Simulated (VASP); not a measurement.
GaSb, 2 atoms in the cell. Symmetry: F-43m, No. 216, cubic system. The conventional cell has a = 6.238 Å, b = 6.238 Å, c = 6.238 Å, α = 90.00°, β = 90.00°, γ = 90.00°. Within 3.6 Å of Sb (site symmetry -43m) lie 4 Ga at 2.70 Å. Ga (site symmetry -43m) has 4 Sb at 2.70 Å within 3.6 Å. 

* Program: VASP 6.6.1
* Task: single point
* Functional: revPBE
* Dispersion: D4
* Potentials or basis: VASP PAW PBE potentials, release 64 (Sb, Ga_d)
* Cutoff: 520 eV
* k mesh: 8 × 8 × 8
* Occupations: fermi-dirac, width 0.05 eV
* Spin: no spin polarisation
* Dipole correction: no
* Further INCAR settings: ALGO = Normal; EDIFF = 1e-07; NBANDS = 16

Potentials or basis: VASP PAW PBE potentials, release 64 (Sb, Ga_d).

Run with:

```sh
$ cat potpaw_PBE.64/Sb/POTCAR potpaw_PBE.64/Ga_d/POTCAR > POTCAR
$ mpirun -np 1 vasp_std > vasp.out
```

Hardware: 1 thread of Intel(R) Xeon(R) Platinum 8488C (Sapphire Rapids), on a shared host.

**Question.** How long does it take, and how much memory?

**Answer.** Run time: 20 s on 1 thread of Intel(R) Xeon(R) Platinum 8488C (Sapphire Rapids), on a shared host, peak memory 0.21 GiB. Counts: scf iterations 14, k points 29.
